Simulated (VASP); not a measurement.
## Ti: single point with PBEsol

Ti:

```
CELL_PARAMETERS angstrom
-1.53112 1.53112 1.53112
1.53112 -1.53112 1.53112
1.53112 1.53112 -1.53112
ATOMIC_POSITIONS crystal
Ti 0.00000 0.00000 0.00000
```

```
Program             : VASP 6.6.1
Task                : single point
Functional          : PBEsol
Potentials or basis : VASP PAW PBE potentials, release 64 (Ti_sv)
Cutoff              : 520 eV
k mesh              : 11 × 11 × 11
Occupations         : fermi-dirac, width 0.05 eV
Spin                : no spin polarisation
```

```json
{"Pressure": "19.5 GPa", "Band gap on the k mesh": "zero (band 6 reaches 11.22 eV, above the bottom of band 7 at 9.29 eV)"}
```

Levels at points of the mesh, in eV from the Fermi level:
```tsv
k point	band 2	band 3	band 4	band 5	band 6	band 7	band 8	band 9	band 10	band 11
(0.00, 0.00, 0.00)	-31.58	-31.58	-31.58	-6.27	1.16	1.16	1.16	3.39	3.39	18.82
```

It took 4.5 s on 1 thread of Intel(R) Xeon(R) 6975P-C (Granite Rapids) (shared host), peak memory 0.13 GiB.

Caveat: the PAW data sets were made with another functional, which shifts forces and pressure a little.
